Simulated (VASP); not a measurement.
Wanted: the native input for a VASP 6.6.1 run.

- Task: single point
- Functional: PBE
- Potentials or basis: VASP PAW PBE potentials, release 64 (Si, C)
- Cutoff: 520 eV
- k mesh: 12 × 12 × 8
- Occupations: gaussian, width 0.1 eV
- Spin: no spin polarisation
- Dipole correction: no
- Further INCAR settings: ALGO = Normal; EDIFF = 1e-07; NBANDS = 21

The structure of Si5C lies in POSCAR:

```
Si5C
1.0
    4.4358368107      0.0000000000      0.0000000000
   -2.2179184054      3.8415473651      0.0000000000
    0.0000000000      0.0000000000      4.7134788993
Si C
5 1
Direct
    0.3333333333      0.6666666667      0.0000000000
    0.6666666667      0.3333333333      0.0000000000
    0.3333333333      0.6666666667      0.5000000000
    0.6666666667      0.3333333333      0.5000000000
    0.0000000000      0.0000000000      0.5000000000
    0.0000000000      0.0000000000      0.0000000000
```

The cell was generated, and may not be a known phase.

One way to write it, as run:

INCAR

```
SYSTEM = Si5C
PREC = Accurate ; ENCUT = 520
EDIFF = 1E-7 ; ISMEAR = 0
SIGMA = 0.1 ; LREAL = .False.
LASPH = .True. ; NELM = 100
ALGO = Normal ; ISIF = 2
LWAVE = .False. ; LCHARG = .True.
GGA = PE ; LELF = .True.
LVHAR = .True. ; NBANDS = 21
```

KPOINTS

```
Automatic mesh
0
Gamma
  12 12 8
  0 0 0
```

Potentials or basis: VASP PAW PBE potentials, release 64 (Si, C).

Launch:

```console
$ cat potpaw_PBE.64/Si/POTCAR potpaw_PBE.64/C/POTCAR > POTCAR
$ mpirun -np 1 vasp_std > vasp.out
```

Results of the run:

```yaml
Pressure: -0.1 GPa
Band_gap_on_the_k_mesh: zero (bands 12 and 13 overlap by 4.29 eV)
```

It took 120 s on 1 thread of Intel(R) Xeon(R) Platinum 8259CL CPU @ 2.50GHz (Skylake/Cascade Lake), on a shared host, peak memory 0.27 GiB.
